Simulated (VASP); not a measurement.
Wanted: the native input for a VASP 6.6.1 run.

```
Task                   : single point
Functional             : PBE
Potentials or basis    : VASP PAW PBE potentials, release 64 (Ba_sv, Ti_sv, O)
Cutoff                 : 520 eV
k mesh                 : 8 × 8 × 8
Occupations            : fermi-dirac, width 0.05 eV
Spin                   : no spin polarisation
Dipole correction      : no
Further INCAR settings : ALGO = Normal; EDIFF = 1e-06; NBANDS = 28
```

The structure of BaTiO3 lies in POSCAR:

```
BaTiO3
1.0
    3.9841000000      0.0398410000      0.0398410000
    0.0568285000      2.8655080000      2.8741705000
    0.0000875000     -2.8085920000      2.8174295000
Ba Ti O
1 1 3
Direct
    0.0000000000      0.0000000000      0.0000000000
    0.5000000000      0.5079000000      0.5079000000
    0.0000000000      0.4921000000      0.4921000000
    0.5000000000      0.5025100000      0.9937100000
    0.5000000000      0.9937100000      0.5025100000
```

This cell differs from its parent crystal: equal xy, yz and zx shear strains of +2 %.

One way to write it, as run:

INCAR

```
SYSTEM = BaTiO3
  PREC = Accurate
  ENCUT = 520
  EDIFF = 1E-6
  ISMEAR = -1
  SIGMA = 0.05
  LREAL = .False.
  LASPH = .True.
  NELM = 100
  ALGO = Normal
  ISIF = 2
  LWAVE = .False.
  LCHARG = .True.
  GGA = PE
  LELF = .True.
  LVHAR = .True.
  NBANDS = 28
```

KPOINTS

```
regular mesh
0
Gamma
  8 8 8
  0 0 0
```

Potentials or basis: VASP PAW PBE potentials, release 64 (Ba_sv, Ti_sv, O).

Launch:

```console
$ cat potpaw_PBE.64/Ba_sv/POTCAR potpaw_PBE.64/Ti_sv/POTCAR potpaw_PBE.64/O/POTCAR > POTCAR
$ mpirun -np 1 vasp_std > vasp.out
```

Results of the run:

```
Pressure               : 3.9 GPa
Largest force          : 0.219 eV/Å
Band gap on the k mesh : 1.73 eV (least direct gap 1.90 eV)
```

Caveat: the cell differs from its parent crystal (equal xy, yz and zx shear strains of +2 %); the cell stands under pressure; spin-orbit coupling is left out, which moves the levels of the heavy elements.

It took 10 min on 1 thread of Intel Xeon 8259CL, on a shared host, peak memory 0.53 GiB.
